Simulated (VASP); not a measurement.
Wanted: the native input for a VASP 6.6.1 run.

| Property | Result |
| --- | --- |
| Task | single point |
| Functional | r2SCAN |
| Potentials or basis | VASP PAW PBE potentials, release 64 (Ir) |
| Cutoff | 520 eV |
| k mesh | 22 × 22 × 22 |
| Occupations | gaussian, width 0.15 eV |
| Spin | no spin polarisation |
| Dipole correction | no |
| Further INCAR settings | ALGO = Normal; EDIFF = 1e-07; NBANDS = 10 |

The system is Ir.

```
Ir
1.0
     0.00000    1.89090    1.91970
     1.91970    0.00000    1.91970
     1.91970    1.89090    0.00000
Ir
1
Direct
  0.00000 0.00000 0.00000
```

This cell differs from its parent crystal: strain -0.0150 x Voigt [0, 1, 0, 0, 0, 0].

The input as run:

POSCAR

```
Ir
1.0
    0.0000000000      1.8909045000      1.9197000000
    1.9197000000      0.0000000000      1.9197000000
    1.9197000000      1.8909045000      0.0000000000
Ir
1
Direct
    0.0000000000      0.0000000000      0.0000000000
```

INCAR.step1

```
SYSTEM = Ir
ALGO = Normal
EDIFF = 1E-4
ENCUT = 520
GGA = PE
ISMEAR = 0
LASPH = .True.
LCHARG = .False.
LREAL = .False.
LWAVE = .True.
NBANDS = 10
NELM = 100
PREC = Accurate
SIGMA = 0.15
```

INCAR.step2

```
SYSTEM = Ir
ALGO = Normal
EDIFF = 1E-7
ENCUT = 520
ISIF = 2
ISMEAR = 0
ISTART = 1
LASPH = .True.
LCHARG = .True.
LELF = .True.
LMIXTAU = .True.
LREAL = .False.
LVHAR = .True.
LWAVE = .False.
METAGGA = R2SCAN
NBANDS = 10
NELM = 100
PREC = Accurate
SIGMA = 0.15
```

KPOINTS

```
k-points
0
Gamma
  22 22 22
  0 0 0
```

Potentials or basis: VASP PAW PBE potentials, release 64 (Ir).

Command:

```sh
$ cat potpaw_PBE.64/Ir/POTCAR > POTCAR
$ cp INCAR.step1 INCAR
$ mpirun -np 1 vasp_std > vasp.out
$ cp INCAR.step2 INCAR
$ mpirun -np 1 vasp_std > vasp.out
```

It gave:

The pressure is 10.4 GPa and the band gap on the k mesh is zero (an odd number of electrons rules out a gap without spin polarisation).

Caveat: the cell differs from its parent crystal (strain -0.0150 x Voigt [0, 1, 0, 0, 0, 0]); the cell stands under pressure; the PAW data sets were made with another functional, which shifts forces and pressure a little; spin-orbit coupling is left out, which moves the levels of the heavy elements.

Run time: 4.7 min on 1 thread of Intel(R) Xeon(R) Platinum 8375C CPU @ 2.90GHz (Ice Lake), with other jobs on the host, peak memory 0.24 GiB.
